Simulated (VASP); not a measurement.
Here is a VASP 6.6.1 calculation.

INCAR

```
PREC = Accurate
ENCUT = 520
EDIFF = 1E-6
ISMEAR = -1
SIGMA = 0.02
LREAL = F
LASPH = T
NELM = 100
ALGO = Normal
ISIF = 2
LWAVE = F
LCHARG = F
GGA = PE
NBANDS = 28
```

The input KPOINTS:

```
regular mesh
0
Gamma
  6 6 6
```

File POSCAR:

```
BaTiO3
1.0
    4.0803351227      0.0000000000      0.0000000000
    0.0000000000      2.9420497762      2.9590000622
    0.0000000000     -2.9420497762      2.9590000622
Ba Ti O
1 1 3
Direct
    0.0000000000      0.0153968645      0.0153968645
    0.5000000000      0.5328480167      0.5328480167
    0.0000000000      0.4883301654      0.4883301654
    0.5000000000      0.4925029190      0.9678020346
    0.5000000000      0.9678020346      0.4925029190
```

Potentials or basis: VASP PAW PBE potentials, release 64 (Ba_sv, Ti_sv, O).

Launch:

```bash
$ cat potpaw_PBE.64/Ba_sv/POTCAR potpaw_PBE.64/Ti_sv/POTCAR potpaw_PBE.64/O/POTCAR > POTCAR
$ mpirun -np 1 vasp_std > vasp.out
```

Problem. What does it give for the pressure?

Solution. -4.0 GPa.

Problem. What does it give for the band gap on the k mesh?

Solution. 2.51 eV, indirect (least direct gap 3.01 eV).

Problem. What does it give for the largest force?

Solution. 0.216 eV/Å.

Forces on the atoms (eV/Å):
```
Ba   0.000  0.000 -0.026
Ti   0.000  0.000 -0.211
O    0.000  0.000 -0.034
O    0.000 -0.168  0.135
O    0.000  0.168  0.135
```

Caveat: the cell differs from its parent crystal (strain +3.0%); spin-orbit coupling is left out, which moves the levels of the heavy elements. A k mesh can miss the band edges.
